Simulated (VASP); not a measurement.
Input of a VASP 6.6.1 run:

The input POSCAR:

```
Si
1.0
    3.7609074211      0.0000000000      0.0000000000
   -1.8804537105      3.2570413679      0.0000000000
    0.0000000000      0.0000000000     12.3725787328
Si
8
Direct
    0.0000000000      0.0000000000      0.4068366748
    0.0000000000      0.0000000000      0.9068366748
    0.0000000000      0.0000000000      0.0931633252
    0.0000000000      0.0000000000      0.5931633252
    0.3333333333      0.6666666667      0.3439841774
    0.6666666667      0.3333333333      0.8439841774
    0.3333333333      0.6666666667      0.1560158226
    0.6666666667      0.3333333333      0.6560158226
```

The input INCAR.step1:

```
PREC = Accurate
ENCUT = 520
ISMEAR = 0
SIGMA = 0.02
LREAL = False
LASPH = True
NELM = 80
NBANDS = 26
GGA = PE
ALGO = Normal
EDIFF = 1E-4
LWAVE = True
LCHARG = False
```

Contents of INCAR.step2:

```
PREC = Accurate
ENCUT = 520
EDIFF = 1E-6
ISMEAR = 0
SIGMA = 0.02
LREAL = False
LASPH = True
NELM = 80
ALGO = Normal
ISIF = 2
LWAVE = False
LCHARG = False
METAGGA = R2SCAN
LMIXTAU = True
NBANDS = 26
ISTART = 1
```

KPOINTS

```
Automatic mesh
0
Gamma
  12 12 2
```

Potentials or basis: VASP PAW PBE potentials, release 64 (Si).

Launch:

```bash
$ cat potpaw_PBE.64/Si/POTCAR > POTCAR
$ cp INCAR.step1 INCAR
$ mpirun -np 1 vasp_std > vasp.out
$ cp INCAR.step2 INCAR
$ mpirun -np 1 vasp_std > vasp.out
```

Task: What does it give for the pressure?

Result: 6.6 GPa.

Task: Predict the band gap on the k mesh.

Result: 0.65 eV (least direct gap 1.83 eV).

Caveat: the cell stands under pressure; the PAW data sets were made with another functional, which shifts forces and pressure a little. A k mesh can miss the band edges.
